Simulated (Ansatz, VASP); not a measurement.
# CaSe: VASP beside Ansatz

File POSCAR:

```
CaSe
1.0
    0.0000000000      2.8322112107      2.8322112107
    2.8322112107      0.0000000000      2.8322112107
    2.8322112107      2.8322112107      0.0000000000
Ca Se
1 1
Direct
    0.0000000000      0.0000000000      0.0000000000
    0.5000000000      0.5000000000      0.5000000000
```

INCAR.step1

```
PREC = Accurate ; ENCUT = 520
ISMEAR = 0 ; SIGMA = 0.01
LREAL = F ; LASPH = T
NELM = 100 ; NBANDS = 15
GGA = PE ; ALGO = Normal
EDIFF = 1E-4 ; LWAVE = T
LCHARG = F
```

The input INCAR.step2:

```
PREC = Accurate ; ENCUT = 520
EDIFF = 1E-6 ; ISMEAR = 0
SIGMA = 0.01 ; LREAL = F
LASPH = T ; NELM = 100
ALGO = Normal ; ISIF = 2
LWAVE = F ; LCHARG = T
METAGGA = R2SCAN ; LMIXTAU = T
LELF = T ; LVHAR = T
NBANDS = 15 ; ISTART = 1
```

The input KPOINTS:

```
Automatic mesh
0
Gamma
  8 8 8
```

Input for Ansatz:

```yaml
crystal:
  lattice:
    - [0.0, 2.8322112107, 2.8322112107]
    - [2.8322112107, 0.0, 2.8322112107]
    - [2.8322112107, 2.8322112107, 0.0]
  atoms:
    - { symbol: Ca, position: [0.0, 0.0, 0.0] }
    - { symbol: Se, position: [0.5, 0.5, 0.5] }
kpoints:
  mp_grid: { grid: [8, 8, 8] }
  band_path:
    path:
      - [0.0, 0.0, 0.0]
      - [0.5, 0.0, 0.5]
      - [0.625, 0.25, 0.625]
      - [0.375, 0.375, 0.75]
      - [0.5, 0.5, 0.5]
      - [0.5, 0.25, 0.75]
      - [0.0, 0.5, 0.5]
    npoints: 1
hamiltonian:
  xc: r2scan
scf:
  occupations: { method: fixed }
  n_extra_bands: 4
output:
  forces: true
  stress: true
  eigenvalues: true
  write_density: true
  write_potential: true
  elf: true
  volumetric_format: npy
```

Change from the starting cell: hydrostatic strain -4.6%.

Alike in both runs: task single point; functional r2SCAN; k mesh 8 × 8 × 8; no spin polarisation.

|  | VASP | Ansatz |
| --- | --- | --- |
| version | VASP 6.6.1 | Ansatz 0.2.0 |
| potentials or method | VASP PAW PBE potentials, release 64 (Ca_sv, Se) | plane waves, PAW |
| plane-wave cutoff (eV) | 520 | 500 |
| occupations | gaussian, width 0.01 eV | fixed |
| valence electrons in the cell | 16 | 26 |

|  | VASP | Ansatz | Ansatz less VASP |
| --- | --- | --- | --- |
| gap on the k mesh at the Fermi level (eV) | 2.12 | 2.12 | +0.006 |
| pressure (GPa) | 10.1 | 9.7 | -0.43 |

VASP's potentials were made for PBE, not for r2SCAN. VASP's potentials hold 16 valence electrons a cell and Ansatz's 26, so a difference there can come from the potentials and not from the codes.
